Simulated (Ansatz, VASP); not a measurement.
## Si2BiTe5: VASP beside Ansatz

```
CELL_PARAMETERS angstrom
4.00794 -0.00114 0.00182
-2.00495 3.47255 -0.00049
0.00555 0.00475 16.99402
ATOMIC_POSITIONS crystal
Si 0.99672 0.99897 0.71476
Si 0.33608 0.66793 0.09617
Bi 0.00095 0.99979 0.33776
Te 0.66398 0.33261 0.62173
Te 0.32934 0.66542 0.80536
Te 0.00326 0.00143 0.00921
Te 0.66919 0.33437 0.19592
Te 0.33380 0.66613 0.45210
```

Change from the starting cell: cell x1, atoms moved at random (sigma 0.05 Å) and cell strained at random (1.5 %), then relaxed without symmetry.

Alike in both runs: functional PBE; k mesh 6 × 6 × 2; occupations gaussian, width 0.2 eV; no spin polarisation.

Ansatz relaxed the structure, and its values are those at the end. VASP's run is a single point on that final structure, the one shown.

|  | VASP | Ansatz |
| --- | --- | --- |
| version | VASP 6.6.1 | Ansatz 0.2.0 |
| potentials or method | VASP PAW PBE potentials, release 64 (Si, Bi_d, Te), cutoff 520 eV | scalar-relativistic, plane waves, PAW |
| valence electrons in the cell | 53 | 103 |

```csv
,VASP,Ansatz,Ansatz less VASP
gap on the k mesh at the Fermi level (eV),none,none,-
pressure (GPa),0.0,0.0,-0.01
rms of the force components (eV/Å),0.012,0.007,-0.0045
```

A gap of «none» marks a metal or a gap that the smearing closes. The functional is the same, so the differences come from potentials, cutoffs and numerics. VASP's potentials hold 53 valence electrons a cell and Ansatz's 103, so a difference there can come from the potentials and not from the codes.

Neither program's run includes spin-orbit coupling.
